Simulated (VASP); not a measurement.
# GaN (I4/mmm) in VASP: single point with PBEsol

Aim: the single point of GaN with PBEsol.

Everything below comes from runs of VASP 6.6.1. Logs are shortened: lines on timing, memory, paths and dates and some standing lists are left out, and cuts for length are marked.

## 1. The cell of the first run

The structure is tetragonal, space group I4/mmm (No. 139). The conventional cell has a = 2.971 Å, b = 2.971 Å, c = 4.412 Å, α = 90.00°, β = 90.00°, γ = 90.00°. Within 2.8 Å of Ga (site symmetry 4/mmm) lie 6 N at 2.10 to 2.21 Å. N (site symmetry 4/mmm) has 6 Ga at 2.10 to 2.21 Å within 2.8 Å.

## 2. Single point, PBEsol

Contents of INCAR:

```
  PREC = Accurate
  ENCUT = 520
  EDIFF = 1E-6
  ISMEAR = 0
  SIGMA = 0.03
  LREAL = False
  LASPH = True
  NELM = 80
  ALGO = Normal
  ISIF = 2
  LWAVE = False
  LCHARG = False
  GGA = PS
  NBANDS = 16
```

Contents of KPOINTS:

```
regular mesh
0
Gamma
  16 16 16
```

Contents of POSCAR:

```
GaN
1.0
    0.0000000000      2.1007897024      2.2058291876
    2.1007897024      0.0000000000      2.2058291876
    2.1007897024      2.1007897024      0.0000000000
Ga N
1 1
Direct
    0.0000000000      0.0000000000      0.0000000000
    0.5000000000      0.5000000000      0.5000000000
```

Potentials or basis: VASP PAW PBE potentials, release 64 (Ga_d, N).

The run is started by

```
cat potpaw_PBE.64/Ga_d/POTCAR potpaw_PBE.64/N/POTCAR > POTCAR
mpirun -np 1 vasp_std > vasp.out
```

OUTCAR:

```text
PREC = Accurate
   ENCUT = 520
   EDIFF = 1E-6
   ISMEAR = 0
   LREAL = False
   LASPH = True
   NELM = 80
   ISIF = 2
   GGA = PS

 ion  position               nearest neighbor table
   1  0.000  0.000  0.000-   2 2.10   2 2.10   2 2.10   2 2.10   2 2.21   2 2.21
   2  0.500  0.500  0.500-   1 2.10   1 2.10   1 2.10   1 2.10   1 2.21   1 2.21

  LATTYP: Found a body centered tetragonal cell.
 ALAT       =     2.9709652888
 C/A-ratio  =     1.4849242405

  Lattice vectors:

 A1 = (  -2.1007897024,   0.0000000000,   2.2058291876)
 A2 = (   2.1007897024,   0.0000000000,   2.2058291876)
 A3 = (   0.0000000000,   2.1007897024,  -2.2058291876)

Analysis of symmetry for initial positions (statically):
=====================================================================
 Subroutine PRICEL returns:
 Original cell was already a primitive cell.

 Routine SETGRP: Setting up the symmetry group for a
 body centered tetragonal supercell.

 Subroutine GETGRP returns: Found 16 space group operations
 (whereof 16 operations were pure point group operations)
 out of a pool of 16 trial point group operations.

The static configuration has the point symmetry D_4h.

Analysis of symmetry for dynamics (positions and initial velocities):
=====================================================================
 Subroutine PRICEL returns:
 Original cell was already a primitive cell.

 Routine SETGRP: Setting up the symmetry group for a
 body centered tetragonal supercell.

 Subroutine GETGRP returns: Found 16 space group operations
 (whereof 16 operations were pure point group operations)
 out of a pool of 16 trial point group operations.

The dynamic configuration has the point symmetry D_4h.

 Subroutine INISYM returns: Found 16 space group operations
 (whereof 16 operations are pure point group operations),
 and found     1 'primitive' translations

----------------------------------------------------------------------------------------

                                     Primitive cell

  volume of cell :      19.4700

  direct lattice vectors                    reciprocal lattice vectors
     0.000000000  2.100789702  2.205829188    -0.238005736  0.238005736  0.226672130
     2.100789702  0.000000000  2.205829188     0.238005736 -0.238005736  0.226672130
     2.100789702  2.100789702  0.000000000     0.238005736  0.238005736 -0.226672130

  length of vectors
     3.046145069  3.046145069  2.970965289     0.405800093  0.405800093  0.405800093

  position of ions in fractional coordinates (direct lattice)
     0.000000000  0.000000000  0.000000000
     0.500000000  0.500000000  0.500000000

  ion indices of the primitive-cell ions
   primitive index   ion index
                 1           1
                 2           2

----------------------------------------------------------------------------------------

 KPOINTS: regular mesh

Automatic generation of k-mesh.
 Grid dimensions read from file:
 generate k-points for:   16   16   16

 Generating k-lattice:

  Cartesian coordinates                     Fractional coordinates (reciprocal lattice)
    -0.014875359  0.014875359  0.014167008     0.062500000 -0.000000000  0.000000000
     0.014875359 -0.014875359  0.014167008    -0.000000000  0.062500000  0.000000000
     0.014875359  0.014875359 -0.014167008     0.000000000  0.000000000  0.062500000

  Length of vectors
     0.025362506  0.025362506  0.025362506

  Shift w.r.t. Gamma in fractional coordinates (k-lattice)
     0.000000000  0.000000000  0.000000000

 Subroutine IBZKPT returns following result:
 ===========================================

 Found    349 irreducible k-points:

 Following reciprocal coordinates:
            Coordinates               Weight
  0.000000  0.000000  0.000000      1.000000
  0.062500 -0.000000  0.000000      8.000000
  0.125000 -0.000000  0.000000      8.000000
  0.187500 -0.000000  0.000000      8.000000
  0.250000 -0.000000  0.000000      8.000000
  0.312500 -0.000000  0.000000      8.000000
[... 16 lines left out ...]
 -0.125000  0.062500  0.000000      8.000000
 -0.062500  0.062500  0.000000      4.000000
 [... further k-points ...]
   k-points           NKPTS =    349   k-points in BZ     NKDIM =    349   number of bands    NBANDS=     16
   number of dos      NEDOS =    301   number of ions     NIONS =      2
   total plane-waves  NPLWV =  13824
   dimension x,y,z NGX =    24 NGY =   24 NGZ =   24
   dimension x,y,z NGXF=    48 NGYF=   48 NGZF=   48
   ions per type =               1   1
   NGX,Y,Z   is equivalent  to a cutoff of  13.10, 13.10, 13.43 a.u.
   NGXF,Y,Z  is equivalent  to a cutoff of  26.20, 26.20, 26.86 a.u.
 SYSTEM =  unknown system
   PREC   = accura    normal or accurate (medium, high low for compatibility)
   ISTART =      0    job   : 0-new  1-cont  2-samecut
   ICHARG =      2    charge: 1-file 2-atom 10-const
   ISPIN  =      1    spin polarized calculation?
   LNONCOLLINEAR =      F non collinear calculations
   LSORBIT =      F    spin-orbit coupling
   LASPH  =      T    aspherical Exc in radial PAW
   ENCUT  =  520.0 eV  38.22 Ry    6.18 a.u.   5.66  5.66  5.52*2*pi/ulx,y,z
   NELM   =     80;   NELMIN=  2; NELMDL= -5     # of ELM steps
   EDIFF  = 0.1E-05   stopping-criterion for ELM
   LREAL  =      F    real-space projection
   EDIFFG = 0.1E-04   stopping-criterion for IOM
   NSW    =      0    number of steps for IOM
   IBRION =     -1    ionic relax: 0-MD 1-quasi-New 2-CG
   NFREE  =      0    steps in history (QN), initial steepest desc. (CG)
   ISIF   =      2    stress and relaxation
   ISYM   =      2    0-nonsym 1-usesym 2-fastsym
   POTIM  = 0.5000    time-step for ionic-motion
   TEBEG  =    0.0;   TEEND  =   0.0 temperature during run
   PSTRESS=    0.0 pullay stress
   NELECT =      18.0000    total number of electrons
   NUPDOWN=      -1.0000    fix difference up-down
   EMIN   =  10.00;   EMAX   =-10.00  energy-range for DOS
   EFERMI =   0.00;   METHOD = LEGACY
   ISMEAR =     0;   SIGMA  =   0.03  broadening in eV -4-tet -1-fermi 0-gaus
   EFERMI_NEDOS =   21; number of points for ismear=-14 and -15
   IALGO  =     38    algorithm
   IMIX   =      4    mixing-type and parameters
     AMIX     =   0.40;   BMIX     =  1.00
     AMIX_MAG =   1.60;   BMIX_MAG =  1.00
  volume/ion in A,a.u.               =       9.74        65.70
  Fermi-wavevector in a.u.,A,eV,Ry     =   1.594814  3.013761 34.605481  2.543431
  Thomas-Fermi vector in A             =   2.692830
   LORBIT       =      0    0 simple, 1 ext, 2 COOP (PROOUT), +10 PAW based schemes
   GGA     = PS    functional components
   LHFCALC =     F    Hartree Fock is set to
   AEXX    =    0.0000 exact exchange contribution
   IVDW    =     0    specifies the selected vdW correction
   LEPSILON=     F    determine dielectric tensor
   LRPA    =     F    only Hartree local field effects (RPA)
 non-spin polarized calculation
 Gauss-broadening in eV      SIGMA  =   0.03
  energy-cutoff  :      520.00
  volume of cell :       19.47
 maximum number of plane-waves:       548
   NGX = 11   NGY = 11   NGZ = 11

 number of electron      18.0000004 magnetization

 Free energy of the ion-electron system (eV)
  ---------------------------------------------------
  ext. energy  EPLUGINS =         0.00000000
  ---------------------------------------------------
  free energy    TOTEN  =       -12.23196715 eV

  energy without entropy =      -12.23196679  energy(sigma->0) =      -12.23196697

 E-fermi :   7.5268     XC(G=0): -13.0991

 val. band max:        7.4631299819   @ k =  -0.1875   0.1875   0.0000
 cond. band min:       7.5857470692   @ k =   0.5000   0.0000   0.5000
 fundamental gap:      0.1226170873
 Fermi energy:         7.5268387008

 k-point     1 :       0.0000    0.0000    0.0000
  band No.  band energies     occupation
      1      -9.6409      2.00000
      2      -6.5720      2.00000
      3      -6.5462      2.00000
      4      -6.5462      2.00000
      5      -6.4932      2.00000
      6      -6.4338      2.00000
[... 8 lines left out ...]
     15      23.1924      0.00000
     16      23.3497      0.00000

 k-point     2 :       0.0625   -0.0000    0.0000
  band No.  band energies     occupation
      1      -9.5663      2.00000
      2      -6.5695      2.00000
      3      -6.5473      2.00000
      4      -6.5418      2.00000
      5      -6.4966      2.00000
      6      -6.4410      2.00000
[... 8 lines left out ...]
     15      23.2173      0.00000
     16      23.2375      0.00000

 k-point     3 :       0.1250   -0.0000    0.0000
  band No.  band energies     occupation
      1      -9.3454      2.00000
      2      -6.5691      2.00000
      3      -6.5542      2.00000
      4      -6.5334      2.00000
      5      -6.4956      2.00000
      6      -6.4572      2.00000
[... 8 lines left out ...]
     15      23.2985      0.00000
     16      23.3690      0.00000

 k-point     4 :       0.1875   -0.0000    0.0000
  band No.  band energies     occupation
      1      -8.9874      2.00000
      2      -6.5803      2.00000
      3      -6.5746      2.00000
      4      -6.5420      2.00000
      5      -6.4719      2.00000
      6      -6.4600      2.00000
[... 8 lines left out ...]
     15      23.9172      0.00000
     16      23.9789      0.00000

 k-point     5 :       0.2500   -0.0000    0.0000
  band No.  band energies     occupation
      1      -8.5113      2.00000
      2      -6.6152      2.00000
      3      -6.5858      2.00000
      4      -6.5768      2.00000
      5      -6.4382      2.00000
      6      -6.4339      2.00000
[... 8 lines left out ...]
     15      24.9067      0.00000
     16      24.9225      0.00000

 k-point     6 :       0.3125   -0.0000    0.0000
  band No.  band energies     occupation
      1      -7.9521      2.00000
      2      -6.6527      2.00000
      3      -6.6185      2.00000
      4      -6.5958      2.00000
      5      -6.4090      2.00000
      6      -6.3931      2.00000
[... 8 lines left out ...]
     15      26.0905      0.00000
     16      26.1827      0.00000

 k-point     7 :       0.3750   -0.0000    0.0000
  band No.  band energies     occupation
      1      -7.3771      2.00000
      2      -6.6848      2.00000
      3      -6.6551      2.00000
      4      -6.6022      2.00000
      5      -6.3825      2.00000
      6      -6.3578      2.00000
[... 8 lines left out ...]
     15      27.4839      0.00000
     16      27.6209      0.00000

 k-point     8 :       0.4375   -0.0000    0.0000
  band No.  band energies     occupation
      1      -6.9139      2.00000
      2      -6.7064      2.00000
      3      -6.6798      2.00000
      4      -6.5975      2.00000
      5      -6.3644      2.00000
      6      -6.3343      2.00000
[... 8 lines left out ...]
     15      28.9964      0.00000
     16      29.0879      0.00000

 k-point     9 :       0.5000   -0.0000    0.0000
  band No.  band energies     occupation
      1      -6.7449      2.00000
      2      -6.7139      2.00000
      3      -6.6885      2.00000
      4      -6.5760      2.00000
      5      -6.3580      2.00000
      6      -6.3265      2.00000
[... 8 lines left out ...]
     15      29.9450      0.00000
     16      30.0283      0.00000
[... 172 lines left out ...]
 k-point    19 :      -0.3750    0.0625    0.0000
  band No.  band energies     occupation
      1      -7.1771      2.00000
      2      -6.7128      2.00000
      3      -6.6689      2.00000
      4      -6.5840      2.00000
      5      -6.3852      2.00000
      6      -6.2809      2.00000
[... 8 lines left out ...]
     15      27.2246      0.00000
     16      28.8154      0.00000

 k-point    20 :      -0.3125    0.0625    0.0000
  band No.  band energies     occupation
      1      -7.6774      2.00000
      2      -6.6738      2.00000
      3      -6.6412      2.00000
      4      -6.6033      2.00000
      5      -6.4141      2.00000
      6      -6.3435      2.00000
[... 8 lines left out ...]
     15      25.7642      0.00000
     16      27.6806      0.00000

 k-point    21 :      -0.2500    0.0625    0.0000
  band No.  band energies     occupation
      1      -8.2384      2.00000
      2      -6.6322      2.00000
      3      -6.6020      2.00000
      4      -6.5980      2.00000
      5      -6.4473      2.00000
      6      -6.3937      2.00000
[... 8 lines left out ...]
     15      24.5092      0.00000
     16      26.4705      0.00000

 k-point    22 :      -0.1875    0.0625    0.0000
  band No.  band energies     occupation
      1      -8.7480      2.00000
      2      -6.5938      2.00000
      3      -6.5848      2.00000
      4      -6.5582      2.00000
      5      -6.4786      2.00000
      6      -6.4396      2.00000
[... 8 lines left out ...]
     15      23.4882      0.00000
     16      25.4000      0.00000

 k-point    23 :      -0.1250    0.0625    0.0000
  band No.  band energies     occupation
      1      -9.1542      2.00000
      2      -6.5705      2.00000
      3      -6.5660      2.00000
      4      -6.5276      2.00000
      5      -6.4920      2.00000
      6      -6.4763      2.00000
[... 8 lines left out ...]
     15      22.7123      0.00000
     16      24.5622      0.00000

 k-point    24 :      -0.0625    0.0625    0.0000
  band No.  band energies     occupation
      1      -9.4313      2.00000
      2      -6.5599      2.00000
      3      -6.5576      2.00000
      4      -6.5353      2.00000
      5      -6.4935      2.00000
      6      -6.4653      2.00000
[... 8 lines left out ...]
     15      22.3402      0.00000
     16      23.9418      0.00000

 [... further k-points ...]

------------------------ aborting loop because EDIFF is reached ----------------------------------------

  FORCE on cell =-STRESS in cart. coord.  units (eV):
  Direction    XX          YY          ZZ          XY          YZ          ZX
  --------------------------------------------------------------------------------------
  -------------------------------------------------------------------------------------
  Total       -0.5097495     -0.5097495     -1.3349545      0.0000000      0.0000000      0.0000000
  in kB      -41.9469497    -41.9469497   -109.8525188      0.0000000      0.0000000      0.0000000
  external PRESSURE =     -64.5821394 kB  Pullay stress =       0.0000000 kB

 VOLUME and BASIS-vectors are now :
 -----------------------------------------------------------------------------
  energy-cutoff  :      520.00
  volume of cell :       19.47
      direct lattice vectors                 reciprocal lattice vectors
     0.000000000  2.100789702  2.205829188    -0.238005736  0.238005736  0.226672130
     2.100789702  0.000000000  2.205829188     0.238005736 -0.238005736  0.226672130
     2.100789702  2.100789702  0.000000000     0.238005736  0.238005736 -0.226672130

 POSITION                                       TOTAL-FORCE (eV/Angst)
 -----------------------------------------------------------------------------------
      0.00000      0.00000      0.00000         0.000000     -0.000000     -0.000000
      2.10079      2.10079      2.20583        -0.000000      0.000000      0.000000
 -----------------------------------------------------------------------------------
    total drift:                                0.000000     -0.000000     -0.000000

  FREE ENERGIE OF THE ION-ELECTRON SYSTEM (eV)
  ---------------------------------------------------
  free  energy   TOTEN  =       -12.2319671543 eV

  energy  without entropy=      -12.2319667911  energy(sigma->0) =      -12.23196697
```

It took 2.1 min on 1 thread of Intel Xeon 8259CL, shared host; peak memory 0.23 GiB.

What came out:

- Free energy: -12.2320 eV
- Pressure: -6.5 GPa
- Band gap on the k mesh: 0.12 eV (least direct gap 2.12 eV)

Caveat: the stress differs along the axes, from -11 to -4 GPa; semilocal functionals underestimate gaps, and a narrow one can read as zero; the PAW data sets were made with another functional, which shifts forces and pressure a little. A k mesh can miss the band edges.
